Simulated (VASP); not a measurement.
# Ag (P6_3/mmc) in VASP: a series of runs

Runs on Ag. Level: PBEsol. Tasks: single point.

Everything below comes from runs of VASP 6.6.1. Logs are shortened: lines on timing, memory, paths and dates and some standing lists are left out, and cuts for length are marked.

## Step 1: The cell of the first run

It takes space group P6_3/mmc (No. 194, hexagonal). The conventional cell has a = 2.957 Å, b = 2.957 Å, c = 9.198 Å, α = 90.00°, β = 90.00°, γ = 120.00°. Within 3.8 Å of Ag (site symmetry -6m2) lie 12 Ag at 2.86 to 2.96 Å. Ag (site symmetry -3m) has 12 Ag at 2.86 to 2.96 Å within 3.8 Å.

This isn't the form of Ag at room conditions, which is fcc.

## Step 2: Single point, PBEsol (strain +0.030 along x and y, -0.015 along z)

The input, INCAR:

```
SYSTEM = Ag
  ALGO = Fast
  EDIFF = 1E-7
  ENCUT = 520
  GGA = PS
  ISIF = 2
  ISMEAR = 0
  LASPH = .True.
  LCHARG = .False.
  LREAL = .False.
  LWAVE = .False.
  NBANDS = 30
  NELM = 60
  PREC = Accurate
  SIGMA = 0.15
```

The input, KPOINTS:

```
k-points
0
Gamma
  18 18 6
  0 0 0
```

The input, POSCAR:

```
Ag
1.0
    2.9570817686      0.0000000000      0.0000000000
   -1.4785408843      2.5609079327      0.0000000000
    0.0000000000      0.0000000000      9.1979880009
Ag
4
Direct
    0.3333333333      0.6666666667      0.2500000000
    0.6666666667      0.3333333333      0.7500000000
    0.0000000000      0.0000000000      0.0000000000
    0.0000000000      0.0000000000      0.5000000000
```

Potentials or basis: VASP PAW PBE potentials, release 64 (Ag).

Launch:

```bash
$ cat potpaw_PBE.64/Ag/POTCAR > POTCAR
$ mpirun -np 1 vasp_std > vasp.out
```

OUTCAR:

```text
SYSTEM = Ag
   EDIFF = 1E-7
   ENCUT = 520
   GGA = PS
   ISIF = 2
   ISMEAR = 0
   LASPH = .True.
   LREAL = .False.
   NELM = 60
   PREC = Accurate

 ion  position               nearest neighbor table
   1  0.333  0.667  0.250-   3 2.86   4 2.86   3 2.86   4 2.86   3 2.86   4 2.86
   2  0.667  0.333  0.750-   3 2.86   4 2.86   3 2.86   4 2.86   3 2.86   4 2.86
   3  0.000  0.000  0.000-   1 2.86   2 2.86   2 2.86   1 2.86   2 2.86   1 2.86
   4  0.000  0.000  0.500-   1 2.86   2 2.86   2 2.86   1 2.86   2 2.86   1 2.86

  LATTYP: Found a hexagonal cell.
 ALAT       =     2.9570817686
 C/A-ratio  =     3.1104949814

  Lattice vectors:

 A1 = (   2.9570817686,   0.0000000000,   0.0000000000)
 A2 = (  -1.4785408843,   2.5609079327,   0.0000000000)
 A3 = (   0.0000000000,   0.0000000000,   9.1979880009)

Analysis of symmetry for initial positions (statically):
=====================================================================
 Subroutine PRICEL returns:
 Original cell was already a primitive cell.

 Routine SETGRP: Setting up the symmetry group for a
 hexagonal supercell.

 Subroutine GETGRP returns: Found 24 space group operations
 (whereof 12 operations were pure point group operations)
 out of a pool of 24 trial point group operations.

The static configuration has the point symmetry D_3d.
 The point group associated with its full space group is D_6h.

Analysis of symmetry for dynamics (positions and initial velocities):
=====================================================================
 Subroutine PRICEL returns:
 Original cell was already a primitive cell.

 Routine SETGRP: Setting up the symmetry group for a
 hexagonal supercell.

 Subroutine GETGRP returns: Found 24 space group operations
 (whereof 12 operations were pure point group operations)
 out of a pool of 24 trial point group operations.

The dynamic configuration has the point symmetry D_3d.
 The point group associated with its full space group is D_6h.

 Subroutine INISYM returns: Found 24 space group operations
 (whereof 12 operations are pure point group operations),
 and found     1 'primitive' translations

----------------------------------------------------------------------------------------

                                     Primitive cell

  volume of cell :      69.6547

  direct lattice vectors                    reciprocal lattice vectors
     2.957081769  0.000000000  0.000000000     0.338171237  0.195243255  0.000000000
    -1.478540884  2.560907933  0.000000000     0.000000000  0.390486510  0.000000000
     0.000000000  0.000000000  9.197988001     0.000000000  0.000000000  0.108719429

  length of vectors
     2.957081769  2.957081769  9.197988001     0.390486510  0.390486510  0.108719429

  position of ions in fractional coordinates (direct lattice)
     0.333333333  0.666666667  0.250000000
     0.666666667  0.333333333  0.750000000
     0.000000000  0.000000000  0.000000000
     0.000000000  0.000000000  0.500000000

  ion indices of the primitive-cell ions
   primitive index   ion index
                 1           1
                 2           2
                 3           3
                 4           4

----------------------------------------------------------------------------------------

 KPOINTS: k-points

Automatic generation of k-mesh.
 Grid dimensions read from file:
 generate k-points for:   18   18    6

 Generating k-lattice:

  Cartesian coordinates                     Fractional coordinates (reciprocal lattice)
     0.018787291  0.010846847  0.000000000     0.055555556 -0.000000000  0.000000000
     0.000000000  0.021693695  0.000000000     0.000000000  0.055555556  0.000000000
     0.000000000  0.000000000  0.018119905     0.000000000  0.000000000  0.166666667

  Length of vectors
     0.021693695  0.021693695  0.018119905

  Shift w.r.t. Gamma in fractional coordinates (k-lattice)
     0.000000000  0.000000000  0.000000000

 Subroutine IBZKPT returns following result:
 ===========================================

 Found    148 irreducible k-points:

 Following reciprocal coordinates:
            Coordinates               Weight
  0.000000  0.000000  0.000000      1.000000
  0.055556  0.000000  0.000000      6.000000
  0.111111  0.000000  0.000000      6.000000
  0.166667 -0.000000  0.000000      6.000000
  0.222222  0.000000  0.000000      6.000000
  0.277778  0.000000  0.000000      6.000000
[... 16 lines left out ...]
  0.333333  0.111111  0.000000     12.000000
  0.388889  0.111111  0.000000     12.000000
 [... further k-points ...]
   k-points           NKPTS =    148   k-points in BZ     NKDIM =    148   number of bands    NBANDS=     30
   number of dos      NEDOS =    301   number of ions     NIONS =      4
   total plane-waves  NPLWV =  40320
   dimension x,y,z NGX =    24 NGY =   24 NGZ =   70
   dimension x,y,z NGXF=    48 NGYF=   48 NGZF=  140
   ions per type =               4
   NGX,Y,Z   is equivalent  to a cutoff of  13.49, 13.49, 12.65 a.u.
   NGXF,Y,Z  is equivalent  to a cutoff of  26.99, 26.99, 25.30 a.u.
 SYSTEM =  Ag
   PREC   = accura    normal or accurate (medium, high low for compatibility)
   ISTART =      0    job   : 0-new  1-cont  2-samecut
   ICHARG =      2    charge: 1-file 2-atom 10-const
   ISPIN  =      1    spin polarized calculation?
   LNONCOLLINEAR =      F non collinear calculations
   LSORBIT =      F    spin-orbit coupling
   LASPH  =      T    aspherical Exc in radial PAW
   ENCUT  =  520.0 eV  38.22 Ry    6.18 a.u.   5.50  5.50 17.10*2*pi/ulx,y,z
   NELM   =     60;   NELMIN=  2; NELMDL= -5     # of ELM steps
   EDIFF  = 0.1E-06   stopping-criterion for ELM
   LREAL  =      F    real-space projection
   EDIFFG = 0.1E-05   stopping-criterion for IOM
   NSW    =      0    number of steps for IOM
   IBRION =     -1    ionic relax: 0-MD 1-quasi-New 2-CG
   NFREE  =      0    steps in history (QN), initial steepest desc. (CG)
   ISIF   =      2    stress and relaxation
   ISYM   =      2    0-nonsym 1-usesym 2-fastsym
   POTIM  = 0.5000    time-step for ionic-motion
   TEBEG  =    0.0;   TEEND  =   0.0 temperature during run
   PSTRESS=    0.0 pullay stress
   NELECT =      44.0000    total number of electrons
   NUPDOWN=      -1.0000    fix difference up-down
   EMIN   =  10.00;   EMAX   =-10.00  energy-range for DOS
   EFERMI =   0.00;   METHOD = LEGACY
   ISMEAR =     0;   SIGMA  =   0.15  broadening in eV -4-tet -1-fermi 0-gaus
   EFERMI_NEDOS =   21; number of points for ismear=-14 and -15
   IALGO  =     68    algorithm
   IMIX   =      4    mixing-type and parameters
     AMIX     =   0.40;   BMIX     =  1.00
     AMIX_MAG =   1.60;   BMIX_MAG =  1.00
  volume/ion in A,a.u.               =      17.41       117.51
  Fermi-wavevector in a.u.,A,eV,Ry     =   1.404674  2.654450 26.845795  1.973110
  Thomas-Fermi vector in A             =   2.527212
   LORBIT       =      0    0 simple, 1 ext, 2 COOP (PROOUT), +10 PAW based schemes
   GGA     = PS    functional components
   LHFCALC =     F    Hartree Fock is set to
   AEXX    =    0.0000 exact exchange contribution
   IVDW    =     0    specifies the selected vdW correction
   LEPSILON=     F    determine dielectric tensor
   LRPA    =     F    only Hartree local field effects (RPA)
 non-spin polarized calculation
 RMM-DIIS sequential band-by-band and
 Gauss-broadening in eV      SIGMA  =   0.15
  energy-cutoff  :      520.00
  volume of cell :       69.65
 maximum number of plane-waves:      1924
 NGX is ok and might be reduce to    24
   NGX = 11   NGY = 11   NGZ = 35

 number of electron      44.0000023 magnetization

 Free energy of the ion-electron system (eV)
  ---------------------------------------------------
  ext. energy  EPLUGINS =         0.00000000
  ---------------------------------------------------
  free energy    TOTEN  =       -13.15586397 eV

  energy without entropy =      -13.14340403  energy(sigma->0) =      -13.14963400

 E-fermi :   7.9250     XC(G=0): -12.2845

 val. band max:        7.9244141214   @ k =   0.1111   0.0556   0.3333
 cond. band min:       7.9313840785   @ k =   0.3889   0.0556   0.0000
 fundamental gap:      0.0069699571
 Fermi energy:         7.9249964712

 k-point     1 :       0.0000    0.0000    0.0000
  band No.  band energies     occupation
      1       0.2658      2.00000
      2       1.7112      2.00000
      3       1.7758      2.00000
      4       1.7779      2.00000
      5       3.1484      2.00000
      6       3.1484      2.00000
[... 22 lines left out ...]
     29      23.2624      0.00000
     30      24.1277      0.00000

 k-point     2 :       0.0556    0.0000    0.0000
  band No.  band energies     occupation
      1       0.3469      2.00000
      2       1.7571      2.00000
      3       1.8450      2.00000
      4       1.8456      2.00000
      5       3.1250      2.00000
      6       3.1331      2.00000
[... 22 lines left out ...]
     29      23.1951      0.00000
     30      23.6587      0.00000

 k-point     3 :       0.1111    0.0000    0.0000
  band No.  band energies     occupation
      1       0.5838      2.00000
      2       1.8821      2.00000
      3       2.0326      2.00000
      4       2.0359      2.00000
      5       2.9710      2.00000
      6       3.0638      2.00000
[... 22 lines left out ...]
     29      22.6722      0.00000
     30      22.7651      0.00000

 k-point     4 :       0.1667   -0.0000    0.0000
  band No.  band energies     occupation
      1       0.9529      2.00000
      2       2.0357      2.00000
      3       2.2690      2.00000
      4       2.2774      2.00000
      5       2.7625      2.00000
      6       2.9440      2.00000
[... 616 lines left out ...]
     29      17.3088      0.00000
     30      19.6343      0.00000

 k-point    23 :       0.3333    0.1111    0.0000
  band No.  band energies     occupation
      1       1.8738      2.00000
      2       1.8959      2.00000
      3       2.0288      2.00000
      4       2.5403      2.00000
      5       2.5418      2.00000
      6       2.7112      2.00000
[... 22 lines left out ...]
     29      16.7312      0.00000
     30      19.2041      0.00000

 k-point    24 :       0.3889    0.1111    0.0000
  band No.  band energies     occupation
      1       1.7944      2.00000
      2       1.8146      2.00000
      3       1.9543      2.00000
      4       2.4673      2.00000
      5       2.5075      2.00000
      6       2.6762      2.00000
[... 22 lines left out ...]
     29      16.3510      0.00000
     30      17.9667      0.00000

 [... further k-points ...]

------------------------ aborting loop because EDIFF is reached ----------------------------------------

  FORCE on cell =-STRESS in cart. coord.  units (eV):
  Direction    XX          YY          ZZ          XY          YZ          ZX
  --------------------------------------------------------------------------------------
  -------------------------------------------------------------------------------------
  Total       -2.5371425     -2.5371425     -0.6876241      0.0000000      0.0000000     -0.0000000
  in kB      -58.3586592    -58.3586592    -15.8165410      0.0000000      0.0000000     -0.0000000
  external PRESSURE =     -44.1779531 kB  Pullay stress =       0.0000000 kB

 VOLUME and BASIS-vectors are now :
 -----------------------------------------------------------------------------
  energy-cutoff  :      520.00
  volume of cell :       69.65
      direct lattice vectors                 reciprocal lattice vectors
     2.957081769  0.000000000  0.000000000     0.338171237  0.195243255  0.000000000
    -1.478540884  2.560907933  0.000000000     0.000000000  0.390486510  0.000000000
     0.000000000  0.000000000  9.197988001     0.000000000  0.000000000  0.108719429

 POSITION                                       TOTAL-FORCE (eV/Angst)
 -----------------------------------------------------------------------------------
     -0.00000      1.70727      2.29950        -0.000000      0.000000      0.000000
      1.47854      0.85364      6.89849         0.000000     -0.000000      0.000000
      0.00000      0.00000      0.00000        -0.000000     -0.000000      0.000000
      0.00000      0.00000      4.59899        -0.000000     -0.000000      0.000000
 -----------------------------------------------------------------------------------
    total drift:                               -0.000000      0.000000      0.000000

  FREE ENERGIE OF THE ION-ELECTRON SYSTEM (eV)
  ---------------------------------------------------
  free  energy   TOTEN  =       -13.1558639681 eV

  energy  without entropy=      -13.1434040284  energy(sigma->0) =      -13.14963400
```

It took 1.9 min on 1 thread of Intel Xeon 6975P-C (Granite Rapids), shared host; peak memory 0.35 GiB.

Results:

- Free energy: -13.1559 eV
- Pressure: -4.4 GPa
- Band gap on the k mesh: zero (bands 22 and 23 overlap by 6.09 eV)

Caveat: the cell differs from its parent crystal (strain +0.030 along x and y, -0.015 along z); the cell stands under tension; the PAW data sets were made with another functional, which shifts forces and pressure a little.

## Step 3: Single point, PBEsol (strain +0.015 along x and y, +0.015 along z)

The input, INCAR:

```
PREC     = Accurate       # precision mode
ENCUT    = 520            # plane-wave cutoff, eV
EDIFF    = 1E-6           # SCF threshold, eV
ISMEAR   = 0              # smearing method
SIGMA    = 0.15           # smearing width, eV
LREAL    = F              # projectors in reciprocal space
LASPH    = T              # aspherical terms in the spheres
NELM     = 100            # most SCF steps
ALGO     = Fast           # electronic algorithm
ISIF     = 2              # what is computed and relaxed
LWAVE    = F              # write WAVECAR
LCHARG   = T              # write CHGCAR
GGA      = PS             # functional
LELF     = T              # ELF
LVHAR    = T            
NBANDS   = 30             # bands
```

The input, KPOINTS:

```
Automatic mesh
0
Gamma
  18 18 6
```

The input, POSCAR:

```
Ag
1.0
    2.9140174710      0.0000000000      0.0000000000
   -1.4570087355      2.5236131569      0.0000000000
    0.0000000000      0.0000000000      9.4781297675
Ag
4
Direct
    0.3333333333      0.6666666667      0.2500000000
    0.6666666667      0.3333333333      0.7500000000
    0.0000000000      0.0000000000      0.0000000000
    0.0000000000      0.0000000000      0.5000000000
```

Potentials or basis: VASP PAW PBE potentials, release 64 (Ag).

Launch:

```bash
$ cat potpaw_PBE.64/Ag/POTCAR > POTCAR
$ mpirun -np 1 vasp_std > vasp.out
```

OUTCAR:

```text
PREC = Accurate
   ENCUT = 520
   EDIFF = 1E-6
   ISMEAR = 0
   LREAL = F
   LASPH = T
   NELM = 100
   ISIF = 2
   GGA = PS

 ion  position               nearest neighbor table
   1  0.333  0.667  0.250-   3 2.91   4 2.91   3 2.91   4 2.91   3 2.91   4 2.91
   2  0.667  0.333  0.750-   3 2.91   4 2.91   3 2.91   4 2.91   3 2.91   4 2.91
   3  0.000  0.000  0.000-   1 2.91   2 2.91   1 2.91   2 2.91   2 2.91   1 2.91
   4  0.000  0.000  0.500-   1 2.91   2 2.91   1 2.91   2 2.91   2 2.91   1 2.91

[... 996 lines left out ...]
  Direction    XX          YY          ZZ          XY          YZ          ZX
  --------------------------------------------------------------------------------------
  -------------------------------------------------------------------------------------
  Total       -2.1417292     -2.1417292     -1.9680619      0.0000000      0.0000000      0.0000000
  in kB      -49.2308754    -49.2308754    -45.2388711      0.0000000      0.0000000      0.0000000
  external PRESSURE =     -47.9002073 kB  Pullay stress =       0.0000000 kB

 VOLUME and BASIS-vectors are now :
 -----------------------------------------------------------------------------
  energy-cutoff  :      520.00
  volume of cell :       69.70
      direct lattice vectors                 reciprocal lattice vectors
     2.914017471  0.000000000  0.000000000     0.343168842  0.198128623  0.000000000
    -1.457008736  2.523613157  0.000000000     0.000000000  0.396257246  0.000000000
     0.000000000  0.000000000  9.478129768     0.000000000  0.000000000  0.105506047

 POSITION                                       TOTAL-FORCE (eV/Angst)
 -----------------------------------------------------------------------------------
     -0.00000      1.68241      2.36953         0.000000     -0.000000     -0.000000
      1.45701      0.84120      7.10860        -0.000000      0.000000      0.000000
      0.00000      0.00000      0.00000        -0.000000      0.000000     -0.000000
      0.00000      0.00000      4.73906        -0.000000      0.000000     -0.000000
 -----------------------------------------------------------------------------------
    total drift:                               -0.000000      0.000000      0.000000

  FREE ENERGIE OF THE ION-ELECTRON SYSTEM (eV)
  ---------------------------------------------------
  free  energy   TOTEN  =       -13.1846724975 eV

  energy  without entropy=      -13.1707854991  energy(sigma->0) =      -13.17772900
```

It took 1.8 min on 1 thread of Intel Xeon 6975P-C (Granite Rapids), shared host; peak memory 0.35 GiB.

What came out:

```yaml
Free_energy: -13.1847 eV
Pressure: -4.8 GPa
Band_gap_on_the_k_mesh: zero (bands 22 and 23 overlap by 6.39 eV)
```

Levels at points of the mesh, in eV from the Fermi level:
```
           k point  band 20  band 21  band 22  band 23  band 24  band 25
(0.00, 0.00, 0.00)    -3.31    -3.31    -2.92    -2.92    -0.33     3.56
(0.50, 0.00, 0.00)    -2.71    -0.17     0.75     1.00     1.53     4.20
(0.00, 0.00, 0.50)    -3.08    -3.08    -3.08    -2.39    -2.39     6.43
(0.50, 0.00, 0.50)    -2.76     0.25     0.25     1.38     1.38     4.66
```

Caveat: the cell differs from its parent crystal (strain +0.015 along x and y, +0.015 along z); the cell stands under tension; the PAW data sets were made with another functional, which shifts forces and pressure a little.

[end of part 1 of 2]

The gap in the log of VASP goes by the Fermi energy; the results here count the filled bands.